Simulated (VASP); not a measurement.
# KBr (F-43m) in VASP: a series of runs

KBr is run at these levels: PBEsol; tasks: single point.

All numbers are computed with VASP 6.6.1; they aren't measurements. Logs are shortened: lines on timing, memory, paths and dates and some standing lists are left out, and cuts for length are marked.

## (1) The cell of the first run

Symmetry: F-43m, No. 216, cubic system. Conventional cell: a = 7.377 Å, b = 7.377 Å, c = 7.377 Å, α = 90.00°, β = 90.00°, γ = 90.00°. Within 4.2 Å of K (site symmetry -43m) lie 4 Br at 3.19 Å. Within 4.2 Å of Br (site symmetry -43m) lie 4 K at 3.19 Å.

## (2) Single point, PBEsol

Contents of INCAR:

```
PREC     = Accurate       # precision mode
ENCUT    = 500            # plane-wave cutoff, eV
EDIFF    = 1E-6           # SCF threshold, eV
ISMEAR   = 1              # smearing method
SIGMA    = 0.2            # smearing width, eV
LREAL    = False          # projectors in reciprocal space
LASPH    = True           # aspherical terms in the spheres
NELM     = 120            # most SCF steps
ALGO     = Normal         # electronic algorithm
ISIF     = 2              # what is computed and relaxed
LWAVE    = False          # write WAVECAR
LCHARG   = True           # write CHGCAR
GGA      = PS             # functional
LELF     = True           # ELF
LVHAR    = True         
NBANDS   = 15             # bands
GGA_COMPAT= False
```

Contents of KPOINTS:

```
regular mesh
0
Gamma
  4 4 4
```

Contents of POSCAR:

```
KBr
1.0
    0.0000000000      3.6882992926      3.6882992926
    3.6882992926      0.0000000000      3.6882992926
    3.6882992926      3.6882992926      0.0000000000
K Br
1 1
Direct
    0.0000000000      0.0000000000      0.0000000000
    0.2500000000      0.2500000000      0.2500000000
```

Potentials or basis: VASP PAW PBE potentials, release 64 (K_sv, Br).

Command:

```
cat potpaw_PBE.64/K_sv/POTCAR potpaw_PBE.64/Br/POTCAR > POTCAR
mpirun -np 1 vasp_std > vasp.out
```

OUTCAR:

```text
PREC = Accurate
   ENCUT = 500
   EDIFF = 1E-6
   ISMEAR = 1
   LREAL = False
   LASPH = True
   NELM = 120
   ISIF = 2
   GGA = PS

 ion  position               nearest neighbor table
   1  0.000  0.000  0.000-   2 3.19   2 3.19   2 3.19   2 3.19
   2  0.250  0.250  0.250-   1 3.19   1 3.19   1 3.19   1 3.19

  LATTYP: Found a face centered cubic cell.
 ALAT       =     7.3765985852

  Lattice vectors:

 A1 = (   0.0000000000,   3.6882992926,   3.6882992926)
 A2 = (   3.6882992926,   0.0000000000,   3.6882992926)
 A3 = (   3.6882992926,   3.6882992926,   0.0000000000)

Analysis of symmetry for initial positions (statically):
=====================================================================
 Subroutine PRICEL returns:
 Original cell was already a primitive cell.

 Routine SETGRP: Setting up the symmetry group for a
 face centered cubic supercell.

 Subroutine GETGRP returns: Found 24 space group operations
 (whereof 24 operations were pure point group operations)
 out of a pool of 48 trial point group operations.

The static configuration has the point symmetry T_d .

Analysis of symmetry for dynamics (positions and initial velocities):
=====================================================================
 Subroutine PRICEL returns:
 Original cell was already a primitive cell.

 Routine SETGRP: Setting up the symmetry group for a
 face centered cubic supercell.

 Subroutine GETGRP returns: Found 24 space group operations
 (whereof 24 operations were pure point group operations)
 out of a pool of 48 trial point group operations.

The dynamic configuration has the point symmetry T_d .

 Subroutine INISYM returns: Found 24 space group operations
 (whereof 24 operations are pure point group operations),
 and found     1 'primitive' translations

----------------------------------------------------------------------------------------

                                     Primitive cell

  volume of cell :     100.3479

  direct lattice vectors                    reciprocal lattice vectors
     0.000000000  3.688299293  3.688299293    -0.135563836  0.135563836  0.135563836
     3.688299293  0.000000000  3.688299293     0.135563836 -0.135563836  0.135563836
     3.688299293  3.688299293  0.000000000     0.135563836  0.135563836 -0.135563836

  length of vectors
     5.216042882  5.216042882  5.216042882     0.234803451  0.234803451  0.234803451

  position of ions in fractional coordinates (direct lattice)
     0.000000000  0.000000000  0.000000000
     0.250000000  0.250000000  0.250000000

  ion indices of the primitive-cell ions
   primitive index   ion index
                 1           1
                 2           2

----------------------------------------------------------------------------------------

 KPOINTS: regular mesh

Automatic generation of k-mesh.
 Grid dimensions read from file:
 generate k-points for:    4    4    4

 Generating k-lattice:

  Cartesian coordinates                     Fractional coordinates (reciprocal lattice)
    -0.033890959  0.033890959  0.033890959     0.250000000  0.000000000  0.000000000
     0.033890959 -0.033890959  0.033890959     0.000000000  0.250000000  0.000000000
     0.033890959  0.033890959 -0.033890959     0.000000000  0.000000000  0.250000000

  Length of vectors
     0.058700863  0.058700863  0.058700863

  Shift w.r.t. Gamma in fractional coordinates (k-lattice)
     0.000000000  0.000000000  0.000000000

 Subroutine IBZKPT returns following result:
 ===========================================

 Found      8 irreducible k-points:

 Following reciprocal coordinates:
            Coordinates               Weight
  0.000000  0.000000  0.000000      1.000000
  0.250000  0.000000  0.000000      8.000000
  0.500000  0.000000  0.000000      4.000000
  0.250000  0.250000  0.000000      6.000000
  0.500000  0.250000  0.000000     24.000000
 -0.250000  0.250000  0.000000     12.000000
  0.500000  0.500000  0.000000      3.000000
 -0.250000  0.500000  0.250000      6.000000
   k-points           NKPTS =      8   k-points in BZ     NKDIM =      8   number of bands    NBANDS=     15
   number of dos      NEDOS =    301   number of ions     NIONS =      2
   total plane-waves  NPLWV =  64000
   dimension x,y,z NGX =    40 NGY =   40 NGZ =   40
   dimension x,y,z NGXF=    80 NGYF=   80 NGZF=   80
   ions per type =               1   1
   NGX,Y,Z   is equivalent  to a cutoff of  12.75, 12.75, 12.75 a.u.
   NGXF,Y,Z  is equivalent  to a cutoff of  25.50, 25.50, 25.50 a.u.
 SYSTEM =  unknown system
   PREC   = accura    normal or accurate (medium, high low for compatibility)
   ISTART =      0    job   : 0-new  1-cont  2-samecut
   ICHARG =      2    charge: 1-file 2-atom 10-const
   ISPIN  =      1    spin polarized calculation?
   LNONCOLLINEAR =      F non collinear calculations
   LSORBIT =      F    spin-orbit coupling
   LASPH  =      T    aspherical Exc in radial PAW
   ENCUT  =  500.0 eV  36.75 Ry    6.06 a.u.   9.51  9.51  9.51*2*pi/ulx,y,z
   NELM   =    120;   NELMIN=  2; NELMDL= -5     # of ELM steps
   EDIFF  = 0.1E-05   stopping-criterion for ELM
   LREAL  =      F    real-space projection
   EDIFFG = 0.1E-04   stopping-criterion for IOM
   NSW    =      0    number of steps for IOM
   IBRION =     -1    ionic relax: 0-MD 1-quasi-New 2-CG
   NFREE  =      0    steps in history (QN), initial steepest desc. (CG)
   ISIF   =      2    stress and relaxation
   ISYM   =      2    0-nonsym 1-usesym 2-fastsym
   POTIM  = 0.5000    time-step for ionic-motion
   TEBEG  =    0.0;   TEEND  =   0.0 temperature during run
   PSTRESS=    0.0 pullay stress
   NELECT =      16.0000    total number of electrons
   NUPDOWN=      -1.0000    fix difference up-down
   EMIN   =  10.00;   EMAX   =-10.00  energy-range for DOS
   EFERMI =   0.00;   METHOD = LEGACY
   ISMEAR =     1;   SIGMA  =   0.20  broadening in eV -4-tet -1-fermi 0-gaus
   EFERMI_NEDOS =   21; number of points for ismear=-14 and -15
   IALGO  =     38    algorithm
   IMIX   =      4    mixing-type and parameters
     AMIX     =   0.40;   BMIX     =  1.00
     AMIX_MAG =   1.60;   BMIX_MAG =  1.00
  volume/ion in A,a.u.               =      50.17       338.59
  Fermi-wavevector in a.u.,A,eV,Ry     =   0.887725  1.677558 10.722159  0.788056
  Thomas-Fermi vector in A             =   2.009061
   LORBIT       =      0    0 simple, 1 ext, 2 COOP (PROOUT), +10 PAW based schemes
   GGA     = PS    functional components
   LHFCALC =     F    Hartree Fock is set to
   AEXX    =    0.0000 exact exchange contribution
   IVDW    =     0    specifies the selected vdW correction
   LEPSILON=     F    determine dielectric tensor
   LRPA    =     F    only Hartree local field effects (RPA)
 non-spin polarized calculation
 Methfessel and Paxton  Order N= 1 SIGMA  =   0.20
  energy-cutoff  :      500.00
  volume of cell :      100.35
 maximum number of plane-waves:      2637
 NGX is ok and might be reduce to    40
   NGX = 19   NGY = 19   NGZ = 19

 number of electron      15.9999997 magnetization

 Free energy of the ion-electron system (eV)
  ---------------------------------------------------
  ext. energy  EPLUGINS =         0.00000000
  ---------------------------------------------------
  free energy    TOTEN  =        -6.20751570 eV

  energy without entropy =       -6.23450830  energy(sigma->0) =       -6.21651323

 E-fermi :  -3.0485     XC(G=0):  -5.9925

 val. band max:       -3.1921336254   @ k =  -0.2500   0.2500   0.0000
 cond. band min:       1.1017158205   @ k =   0.0000   0.0000   0.0000
 fundamental gap:      4.2938494459
 Fermi energy:        -3.0485209988

 k-point     1 :       0.0000    0.0000    0.0000
  band No.  band energies     occupation
      1     -30.8314      2.00000
      2     -15.0685      2.00000
      3     -14.3939      2.00000
      4     -14.3939      2.00000
      5     -14.3939      2.00000
      6      -3.2084      1.97980
      7      -3.2084      1.97980
      8      -3.2084      1.97980
      9       1.1017      0.00000
     10       5.4137      0.00000
     11       5.4137      0.00000
     12       6.4025      0.00000
     13       6.4025      0.00000
     14       6.4025      0.00000
     15       7.1623      0.00000

 k-point     2 :       0.2500    0.0000    0.0000
  band No.  band energies     occupation
      1     -30.8306      2.00000
      2     -15.1704      2.00000
      3     -14.3972      2.00000
      4     -14.3972      2.00000
      5     -14.2794      2.00000
      6      -3.4237      2.02337
      7      -3.2006      1.95853
      8      -3.2006      1.95853
      9       1.9843      0.00000
     10       5.0580      0.00000
     11       5.0580      0.00000
     12       5.4371      0.00000
     13       6.2903      0.00000
     14       6.8006      0.00000
     15       6.8006      0.00000

 k-point     3 :       0.5000    0.0000    0.0000
  band No.  band energies     occupation
      1     -30.8299      2.00000
      2     -15.2503      2.00000
      3     -14.4004      2.00000
      4     -14.4004      2.00000
      5     -14.1876      2.00000
      6      -3.5853      2.00098
      7      -3.1938      1.93744
      8      -3.1938      1.93744
      9       3.3293      0.00000
     10       3.8334      0.00000
     11       5.0179      0.00000
     12       5.0179      0.00000
     13       6.4105      0.00000
     14       6.4105      0.00000
     15       6.9375      0.00000
[... 55 lines left out ...]
 k-point     7 :       0.5000    0.5000    0.0000
  band No.  band energies     occupation
      1     -30.8294      2.00000
      2     -15.2940      2.00000
      3     -14.4097      2.00000
      4     -14.4097      2.00000
      5     -14.1211      2.00000
      6      -3.6301      2.00031
      7      -3.2091      1.98155
      8      -3.2091      1.98155
      9       2.9215      0.00000
     10       3.9715      0.00000
     11       5.7506      0.00000
     12       6.2911      0.00000
     13       6.2911      0.00000
     14       6.3183      0.00000
     15       6.6965      0.00000

 k-point     8 :      -0.2500    0.5000    0.2500
  band No.  band energies     occupation
      1     -30.8294      2.00000
      2     -15.2923      2.00000
      3     -14.4160      2.00000
      4     -14.4099      2.00000
      5     -14.1166      2.00000
      6      -3.4568      2.01396
      7      -3.3936      2.03493
      8      -3.2164      1.99889
      9       3.1808      0.00000
     10       3.9967      0.00000
     11       5.6009      0.00000
     12       5.6314      0.00000
     13       6.1070      0.00000
     14       6.4153      0.00000
     15       7.1408      0.00000

------------------------ aborting loop because EDIFF is reached ----------------------------------------

  FORCE on cell =-STRESS in cart. coord.  units (eV):
  Direction    XX          YY          ZZ          XY          YZ          ZX
  --------------------------------------------------------------------------------------
  -------------------------------------------------------------------------------------
  Total       -0.1469784     -0.1469784     -0.1469784      0.0000000     -0.0000000     -0.0000000
  in kB       -2.3466891     -2.3466891     -2.3466891      0.0000000     -0.0000000     -0.0000000
  external PRESSURE =      -2.3466891 kB  Pullay stress =       0.0000000 kB

 VOLUME and BASIS-vectors are now :
 -----------------------------------------------------------------------------
  energy-cutoff  :      500.00
  volume of cell :      100.35
      direct lattice vectors                 reciprocal lattice vectors
     0.000000000  3.688299293  3.688299293    -0.135563836  0.135563836  0.135563836
     3.688299293  0.000000000  3.688299293     0.135563836 -0.135563836  0.135563836
     3.688299293  3.688299293  0.000000000     0.135563836  0.135563836 -0.135563836

 POSITION                                       TOTAL-FORCE (eV/Angst)
 -----------------------------------------------------------------------------------
      0.00000      0.00000      0.00000        -0.000000     -0.000000     -0.000000
      1.84415      1.84415      1.84415         0.000000      0.000000      0.000000
 -----------------------------------------------------------------------------------
    total drift:                               -0.000000     -0.000000     -0.000000

  FREE ENERGIE OF THE ION-ELECTRON SYSTEM (eV)
  ---------------------------------------------------
  free  energy   TOTEN  =        -6.2075156972 eV

  energy  without entropy=       -6.2345082951  energy(sigma->0) =       -6.21651323
```

It took 20 s on 1 thread of AMD EPYC 7R43 (Zen 3), shared host; peak memory 0.19 GiB.

What came out:

| Item | Value |
| --- | --- |
| Free energy | -6.2075 eV |
| Pressure | -0.2 GPa |
| Band gap on the k mesh | 4.29 eV, indirect (least direct gap 4.31 eV) |

Levels at points of the mesh, in eV from the valence-band top:
| k point | band 4 | band 5 | band 6 | band 7 | band 8 | band 9 | band 10 | band 11 | band 12 | band 13 |
| --- | --- | --- | --- | --- | --- | --- | --- | --- | --- | --- |
| (0.00, 0.00, 0.00) | -11.20 | -11.20 | -0.02 | -0.02 | -0.02 | 4.29 | 8.61 | 8.61 | 9.59 | 9.59 |
| (0.50, 0.00, 0.00) | -11.21 | -11.00 | -0.39 | 0.00 | 0.00 | 6.52 | 7.03 | 8.21 | 8.21 | 9.60 |
| (0.50, 0.50, 0.00) | -11.22 | -10.93 | -0.44 | -0.02 | -0.02 | 6.11 | 7.16 | 8.94 | 9.48 | 9.48 |

Caveat: the PAW data sets were made with another functional, which shifts forces and pressure a little. PBEsol gaps usually lie below the measured ones, often by a third to a half.

## (3) Single point, PBEsol

Contents of INCAR:

```
SYSTEM = KBr
PREC = Accurate
ENCUT = 500
EDIFF = 1E-6
ISMEAR = 1
SIGMA = 0.05
LREAL = .FALSE.
LASPH = .TRUE.
NELM = 120
ALGO = Normal
ISIF = 2
LWAVE = .FALSE.
LCHARG = .FALSE.
GGA = PS
NBANDS = 15
GGA_COMPAT = .FALSE.
```

Contents of KPOINTS:

```
regular mesh
0
G
  4 4 4
  0 0 0
```

POSCAR is that of step 2.

Potentials or basis: VASP PAW PBE potentials, release 64 (K_sv, Br).

Command:

```
cat potpaw_PBE.64/K_sv/POTCAR potpaw_PBE.64/Br/POTCAR > POTCAR
mpirun -np 1 vasp_std > vasp.out
```

Run time: 17 s. Hardware: 1 thread of AMD EPYC 7R43 (Zen 3), shared host; peak memory 0.19 GiB.

It converged, with:

* Free energy: -6.2241 eV
* Pressure: -0.2 GPa
* Band gap on the k mesh: 4.29 eV, indirect (least direct gap 4.31 eV)

Levels at points of the mesh, in eV from the valence-band top:
| k point | band 6 | band 7 | band 8 | band 9 | band 10 | band 11 |
| --- | --- | --- | --- | --- | --- | --- |
| (0.00, 0.00, 0.00) | -0.02 | -0.02 | -0.02 | 4.29 | 8.60 | 8.60 |
| (0.50, 0.00, 0.00) | -0.39 | 0.00 | 0.00 | 6.52 | 7.02 | 8.21 |
| (0.50, 0.50, 0.00) | -0.44 | -0.02 | -0.02 | 6.11 | 7.16 | 8.94 |

Caveat: the PAW data sets were made with another functional, which shifts forces and pressure a little. A k mesh can miss the band edges.

## (4) Single point, PBEsol

Contents of INCAR:

```
ALGO = Normal ; EDIFF = 1E-6
ENCUT = 500 ; GGA = PS
GGA_COMPAT = False ; ISIF = 2
ISMEAR = 0 ; LASPH = True
LCHARG = False ; LREAL = False
LWAVE = False ; NBANDS = 15
NELM = 120 ; PREC = Accurate
SIGMA = 0.2
```

Contents of KPOINTS:

```
k-points
0
Gamma
  4 4 4
```

POSCAR is that of step 3.

Command:

```
cat potpaw_PBE.64/K_sv/POTCAR potpaw_PBE.64/Br/POTCAR > POTCAR
mpirun -np 1 vasp_std > vasp.out
```

Wall time 17 s (1 thread of AMD EPYC 7R43 (Zen 3), shared host); peak memory 0.19 GiB.

Results (log left out):

| Item | Value |
| --- | --- |
| Free energy | -6.2278 eV |
| Pressure | -0.2 GPa |
| Band gap on the k mesh | 4.29 eV, indirect (least direct gap 4.31 eV) |

Levels at points of the mesh, in eV from the valence-band top:
| k point | band 6 | band 7 | band 8 | band 9 | band 10 | band 11 |
| --- | --- | --- | --- | --- | --- | --- |
| (0.00, 0.00, 0.00) | -0.02 | -0.02 | -0.02 | 4.29 | 8.60 | 8.60 |
| (0.50, 0.00, 0.00) | -0.39 | 0.00 | 0.00 | 6.52 | 7.02 | 8.21 |
| (0.50, 0.50, 0.00) | -0.44 | -0.02 | -0.02 | 6.11 | 7.16 | 8.94 |

Caveat: the PAW data sets were made with another functional, which shifts forces and pressure a little.

## (5) Single point, PBEsol

Contents of INCAR:

```
SYSTEM = KBr
  PREC = Accurate
  ENCUT = 500
  EDIFF = 1E-6
  ISMEAR = 0
  SIGMA = 0.01
  LREAL = .FALSE.
  LASPH = .TRUE.
  NELM = 120
  ALGO = Normal
  ISIF = 2
  LWAVE = .FALSE.
  LCHARG = .FALSE.
  GGA = PS
  NBANDS = 15
  GGA_COMPAT = .FALSE.
```

Contents of KPOINTS:

```
Automatic mesh
0
G
  4 4 4
  0 0 0
```

POSCAR is that of step 4.

Command:

```
cat potpaw_PBE.64/K_sv/POTCAR potpaw_PBE.64/Br/POTCAR > POTCAR
mpirun -np 1 vasp_std > vasp.out
```

Run time: 18 s. Hardware: 1 thread of AMD EPYC 7R43 (Zen 3), shared host; peak memory 0.19 GiB.

It converged, with:

- Free energy: -6.2278 eV
- Pressure: -0.2 GPa
- Band gap on the k mesh: 4.29 eV, indirect (least direct gap 4.31 eV)

Levels at points of the mesh, in eV from the valence-band top:
```tsv
k point	band 4	band 5	band 6	band 7	band 8	band 9	band 10	band 11	band 12	band 13
(0.00, 0.00, 0.00)	-11.21	-11.21	-0.02	-0.02	-0.02	4.29	8.60	8.60	9.59	9.59
(0.50, 0.00, 0.00)	-11.21	-11.00	-0.39	0.00	0.00	6.52	7.02	8.21	8.21	9.60
(0.50, 0.50, 0.00)	-11.22	-10.93	-0.44	-0.02	-0.02	6.11	7.16	8.94	9.48	9.48
```

Caveat: the PAW data sets were made with another functional, which shifts forces and pressure a little. A k mesh can miss the band edges.

(Part 1 of 2 ends here.)
